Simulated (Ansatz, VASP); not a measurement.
BN in VASP and in Ansatz

POSCAR

```
BN
1.0
    2.5922486957      0.0000000000      0.0000000000
   -1.2961243479      2.2449532234      0.0000000000
    0.0000000000      0.0000000000      4.2268550000
B N
2 2
Direct
    0.6666666667      0.3333333333      0.9997240000
    0.3333333333      0.6666666667      0.4997240000
    0.6666666667      0.3333333333      0.6252760000
    0.3333333333      0.6666666667      0.1252760000
```

The input INCAR.step1:

```
PREC     = Accurate       # precision mode
ENCUT    = 910            # plane-wave cutoff, eV
ISMEAR   = 0              # smearing method
SIGMA    = 0.05           # smearing width, eV
LREAL    = F              # projectors in reciprocal space
LASPH    = T              # aspherical terms in the spheres
NELM     = 120            # most SCF steps
NBANDS   = 16             # bands
GGA      = PE             # functional
ALGO     = Normal         # electronic algorithm
EDIFF    = 1E-5           # SCF threshold, eV
LWAVE    = T              # write WAVECAR
LCHARG   = F              # write CHGCAR
GGA_COMPAT= F
```

The input INCAR.step2:

```
PREC     = Accurate       # precision mode
ENCUT    = 910            # plane-wave cutoff, eV
EDIFF    = 1E-6           # SCF threshold, eV
ISMEAR   = 0              # smearing method
SIGMA    = 0.05           # smearing width, eV
LREAL    = F              # projectors in reciprocal space
LASPH    = T              # aspherical terms in the spheres
NELM     = 120            # most SCF steps
ALGO     = Normal         # electronic algorithm
ISIF     = 2              # what is computed and relaxed
LWAVE    = F              # write WAVECAR
LCHARG   = F              # write CHGCAR
METAGGA  = R2SCAN         # meta-GGA
LMIXTAU  = T            
NBANDS   = 16             # bands
ISTART   = 1            
GGA_COMPAT= F
```

Contents of KPOINTS:

```
Automatic mesh
0
Gamma
  12 12 6
```

Input for Ansatz:

```yaml
crystal:
  lattice:
    - [2.5922486957, 0.0, 0.0]
    - [-1.2961243479, 2.2449532234, 0.0]
    - [0.0, 0.0, 4.226855]
  atoms:
    - { symbol: B, position: [0.6666666667, 0.3333333333, 0.999724] }
    - { symbol: B, position: [0.3333333333, 0.6666666667, 0.499724] }
    - { symbol: "N", position: [0.6666666667, 0.3333333333, 0.625276] }
    - { symbol: "N", position: [0.3333333333, 0.6666666667, 0.125276] }
basis:
  ecutwfc: 500
kpoints:
  mp_grid: { grid: [12, 12, 6] }
hamiltonian:
  xc: r2scan
scf:
  occupations: { method: gaussian, width: 0.05 }
output:
  forces: true
  stress: true
  eigenvalues: true
```

Change from the starting cell: strain +0.0150 x Voigt [1, 1, 0, 0, 0, 0], atoms carried along.

Alike in both runs: task single point; functional r2SCAN; k mesh 12 × 12 × 6; occupations gaussian, width 0.05 eV; no spin polarisation.

|  | VASP | Ansatz |
| --- | --- | --- |
| version | VASP 6.6.1 | Ansatz 0.2.0 |
| potentials or method | VASP PAW PBE potentials, release 64 (B_h, N_h), cutoff 910 eV | scalar-relativistic, plane waves, PAW |
| valence electrons in the cell | 16 | 16 |

```csv
,VASP,Ansatz,Ansatz less VASP
gap on the k mesh at the Fermi level (eV),5.82,5.84,+0.017
least direct gap on the mesh (eV),8.66,8.67,+0.008
rms of the force components (eV/Å),0.013,0.012,-0.0015
```

VASP's potentials were made for PBE, not for r2SCAN. Atom by atom the forces differ by 0.002 eV/Å (rms over components).

Noted on VASP's run: the cutoff is short for stress, so the pressure is rough.
